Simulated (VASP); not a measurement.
# InSb3 (Pm-3m) in VASP: a series of runs, part 2 of 2

VASP 6.6.1. Earlier steps stand in the parts before.

## Step 3: Relaxation of cell and atoms, PBE+D3(BJ)

This run uses another cell than the first one, of 27.76 Å³/atom.

The input, INCAR:

```
SYSTEM = InSb3
PREC = Accurate
ENCUT = 600
EDIFF = 1E-6
ISMEAR = 0
SIGMA = 0.1
LREAL = .False.
LASPH = .True.
NELM = 100
ALGO = Normal
ISIF = 3
LWAVE = .False.
LCHARG = .False.
GGA = PE
IVDW = 12
IBRION = 2
NSW = 100
EDIFFG = -0.005
```

The input, KPOINTS:

```
Automatic mesh
0
Gamma
  10 10 10
  0 0 0
```

The input, POSCAR:

```
InSb3
1.0
    4.8063670000      0.0000000000      0.0000000000
    0.0000000000      4.8063670000      0.0000000000
    0.0000000000      0.0000000000      4.8063670000
In Sb
1 3
Direct
    0.0000000000      0.0000000000      0.0000000000
    0.5000000000      0.0000000000      0.5000000000
    0.0000000000      0.5000000000      0.5000000000
    0.5000000000      0.5000000000      0.0000000000
```

Potentials or basis: VASP PAW PBE potentials, release 64 (In_d, Sb).

Launch:

```console
$ cat potpaw_PBE.64/In_d/POTCAR potpaw_PBE.64/Sb/POTCAR > POTCAR
$ mpirun -np 1 vasp_std > vasp.out
```

OUTCAR:

```text
SYSTEM = InSb3
   PREC = Accurate
   ENCUT = 600
   EDIFF = 1E-6
   ISMEAR = 0
   LREAL = .False.
   LASPH = .True.
   NELM = 100
   ISIF = 3
   GGA = PE
   IVDW = 12
   IBRION = 2
   NSW = 100
   EDIFFG = -0.005
 IVDW          = 12

 ion  position               nearest neighbor table
   1  0.000  0.000  0.000-   2 3.40   3 3.40   4 3.40   2 3.40   3 3.40   3 3.40   4 3.40   3 3.40
                             2 3.40   4 3.40   2 3.40   4 3.40
   2  0.500  0.000  0.500-   1 3.40   3 3.40   4 3.40   1 3.40   4 3.40   3 3.40   4 3.40   4 3.40
                             1 3.40   3 3.40   1 3.40   3 3.40
   3  0.000  0.500  0.500-   1 3.40   2 3.40   4 3.40   1 3.40   4 3.40   1 3.40   2 3.40   1 3.40
                             2 3.40   4 3.40   4 3.40   2 3.40
   4  0.500  0.500  0.000-   1 3.40   2 3.40   3 3.40   2 3.40   3 3.40   1 3.40   2 3.40   2 3.40
                             1 3.40   3 3.40   3 3.40   1 3.40

  LATTYP: Found a simple cubic cell.
 ALAT       =     4.8063670000

  Lattice vectors:
[... 190 lines left out ...]

 E8    (eV) :    -0.8574
[... 75 lines left out ...]
--------------------------------------- Ionic step        3  -------------------------------------------

 number of electron      28.0000006 magnetization

 Free energy of the ion-electron system (eV)
  ---------------------------------------------------
  ext. energy  EPLUGINS =         0.00000000
  ---------------------------------------------------
  free energy    TOTEN  =       -14.20939812 eV

  energy without entropy =      -14.20168407  energy(sigma->0) =      -14.20554109

 E-fermi :   8.3675     XC(G=0): -10.2732

 val. band max:        8.3570483087   @ k =   0.5000   0.2000   0.0000
 cond. band min:       8.4622979871   @ k =   0.4000   0.4000   0.2000
 fundamental gap:      0.1052496784
 Fermi energy:         8.3675243097

 k-point     1 :       0.0000    0.0000    0.0000
  band No.  band energies     occupation
      1      -6.1333      2.00000
      2      -6.1333      2.00000
      3      -6.1134      2.00000
      4      -6.1134      2.00000
      5      -6.1134      2.00000
      6      -4.0888      2.00000
[... 481 lines left out ...]
      5      -6.1157      2.00000
      6      -3.3960      2.00000
[... 10 lines left out ...]
     17       9.4529      0.00000
     18      10.3772      0.00000

 [... further k-points ...]

------------------------ aborting loop because EDIFF is reached ----------------------------------------

 Edisp (eV)   -1.91410

 E8    (eV) :    -0.8983
[... 27 lines left out ...]
  FREE ENERGIE OF THE ION-ELECTRON SYSTEM (eV)
  ---------------------------------------------------
  free  energy   TOTEN  =       -16.1234958887 eV

  energy  without entropy=      -16.1157818375  energy(sigma->0) =      -16.11963886

 reached required accuracy - stopping structural energy minimisation
```

OSZICAR:

```text
N       E                     dE             d eps       ncg     rms          rms(c)
DAV:   1     0.200539128107E+03    0.20054E+03   -0.12177E+04  2016   0.160E+03
[... 22 lines left out ...]
DAV:   1    -0.142473747056E+02   -0.71790E-01   -0.10967E+00  2566   0.161E+01    0.117E+00
DAV:   2    -0.142155634950E+02    0.31811E-01   -0.78033E-02  2278   0.480E+00    0.441E-01
DAV:   3    -0.142097175041E+02    0.58460E-02   -0.18438E-02  2636   0.210E+00    0.171E-01
DAV:   4    -0.142094832688E+02    0.23424E-03   -0.66188E-04  2100   0.221E-01    0.914E-02
DAV:   5    -0.142094062034E+02    0.77065E-04   -0.97148E-05  2516   0.105E-01    0.280E-02
DAV:   6    -0.142093975019E+02    0.87016E-05   -0.14783E-05  2198   0.376E-02    0.864E-03
DAV:   7    -0.142093981198E+02   -0.61792E-06   -0.75652E-07  1090   0.727E-03
   3 F= -.16123496E+02 E0= -.16119639E+02  d E =-.412753E-01
```

CONTCAR:

```text
InSb3
   1.00000000000000
     4.7311850489327245   -0.0000000000000000   -0.0000000000000000
    -0.0000000000000000    4.7311850489327245   -0.0000000000000000
     0.0000000000000000   -0.0000000000000000    4.7311850489327245
  In              Sb
     1     3
Direct
     0.0000000000000000    0.0000000000000000    0.0000000000000000
     0.5000000000000000    0.0000000000000000    0.5000000000000000
     0.0000000000000000    0.5000000000000000    0.5000000000000000
     0.5000000000000000    0.5000000000000000    0.0000000000000000

  0.00000000E+00  0.00000000E+00  0.00000000E+00
  0.00000000E+00  0.00000000E+00  0.00000000E+00
  0.00000000E+00  0.00000000E+00  0.00000000E+00
  0.00000000E+00  0.00000000E+00  0.00000000E+00
```

Run time: 5.1 min. Hardware: 1 thread of Intel Xeon 8259CL, shared host; peak memory 0.36 GiB.

Results:

```yaml
Free_energy: -16.1235 eV
Relaxed_volume: 26.48 Å³/atom
Relaxed_cell: a = 4.731 Å, b = 4.731 Å, c = 4.731 Å, α = 90.00°, β = 90.00°, γ = 90.00°
Space_group_after_relaxing_to_0.1_Å: Pm-3m (No. 221)
Energy_gained_by_relaxing: 10.3 meV/atom
Ionic_steps: 3
Pressure_after_relaxing: 0.0 GPa
Band_gap_on_the_k_mesh: zero (bands 14 and 15 overlap by 4.88 eV)
Dispersion_energy_per_atom: -0.479 eV
```

Step by step:
| step | energy change (eV) | largest force (eV/Å) | pressure (GPa) | volume (Å³) |
| --- | --- | --- | --- | --- |
| 1 | 0.0000 | 0.0000 | -2.46 | 111.03 |
| 2 | -0.0368 | 0.0000 | 0.92 | 104.31 |
| 3 | -0.0413 | 0.0000 | 0.01 | 105.90 |

Final structure:
```
CELL_PARAMETERS angstrom
4.73119 0.00000 0.00000
0.00000 4.73119 0.00000
0.00000 0.00000 4.73119
ATOMIC_POSITIONS crystal
In 0.00000 0.00000 0.00000
Sb 0.50000 0.00000 0.50000
Sb 0.00000 0.50000 0.50000
Sb 0.50000 0.50000 0.00000
```

Levels at points of the mesh, in eV from the Fermi level:
| k point | band 10 | band 11 | band 12 | band 13 | band 14 | band 15 | band 16 | band 17 | band 18 |
| --- | --- | --- | --- | --- | --- | --- | --- | --- | --- |
| (0.00, 0.00, 0.00) | -4.46 | -4.46 | -3.52 | 0.53 | 0.53 | 0.53 | 1.84 | 1.84 | 1.84 |
| (0.50, 0.00, 0.00) | -3.00 | -3.00 | -2.17 | -2.17 | -1.13 | -0.89 | 2.30 | 2.34 | 2.34 |
| (0.50, 0.50, 0.00) | -2.46 | -1.58 | -1.58 | -1.40 | -1.11 | -1.11 | -0.32 | 1.05 | 3.51 |
| (0.50, 0.50, 0.50) | -5.18 | -5.18 | -5.18 | -4.82 | 3.77 | 3.77 | 3.87 | 3.87 | 3.87 |

Caveat: spin-orbit coupling is left out, which moves the levels of the heavy elements.
